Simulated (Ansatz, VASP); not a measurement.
IrSe: VASP beside Ansatz

```
Ir Se
1.0
     0.00000    2.84552    2.84552
     2.84552    0.00000    2.84552
     2.84552    2.84552    0.00000
Ir Se
1 1
Direct
  0.00000 0.00000 0.00000
  0.25000 0.25000 0.25000
```

Alike in both runs: task single point; functional PBE; k mesh 10 × 10 × 10; occupations gaussian, width 0.05 eV; no spin polarisation.

```csv
,VASP,Ansatz
version,VASP 6.6.1,Ansatz 0.2.0
potentials or method,"VASP PAW PBE potentials, release 64 (Ir, Se), cutoff 520 eV","scalar-relativistic, plane waves, PAW"
valence electrons in the cell,15,33
```

VASP gave:

* gap on the k mesh at the Fermi level (eV): none
* pressure (GPa): -6.8

Task: Estimate Ansatz's values.

Result: gap on the k mesh at the Fermi level (eV): none; pressure (GPa): -7.0.

A gap of «none» marks a metal or a gap that the smearing closes. The functional is the same, so the differences come from potentials, cutoffs and numerics. VASP's potentials hold 15 valence electrons a cell and Ansatz's 33, so a difference there can come from the potentials and not from the codes.

Neither program's run includes spin-orbit coupling.
